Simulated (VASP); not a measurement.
## AlN (zincblende type): density of states with LDA

Crystal: AlN (zincblende type).

```
Al N
1.0
     0.00000    2.01550    2.01550
     2.01550    0.00000    2.01550
     2.01550    2.01550    0.00000
Al N
1 1
Direct
  0.00000 0.00000 0.00000
  0.25000 0.25000 0.25000
```

This cell differs from its parent crystal: volume scaled by 0.8.

```
Program                 : VASP 6.6.1
Task                    : density of states
Functional              : LDA
Potentials or basis     : VASP PAW LDA potentials, release 64 (Al, N)
Cutoff                  : 520 eV
k mesh                  : 17 × 17 × 17
Occupations             : fermi-dirac, width 0.1 eV
Spin                    : no spin polarisation
Dipole correction       : no
k mesh for the DOS      : 26 × 26 × 26
Occupations for the DOS : tetrahedron
Further INCAR settings  : ALGO = Normal; EDIFF = 1e-06
```

```json
{
  "Valence electrons inside the program's atomic spheres": "Al 1.04; N 4.05"
}
```

Levels at points of the mesh, in eV from the valence-band top:
```csv
k point,band 2,band 3,band 4,band 5,band 6,band 7
"(0.00, 0.00, 0.00)",-0.01,-0.01,-0.01,6.56,14.88,14.88
"(0.50, 0.00, 0.00)",-7.02,-0.50,-0.50,9.56,11.47,12.51
"(0.50, 0.50, 0.00)",-5.78,-2.04,-2.04,3.28,9.89,17.44
```

Wall time 20 s on 1 thread of Intel(R) Xeon(R) 6975P-C (Granite Rapids) (shared host), peak memory 0.18 GiB.
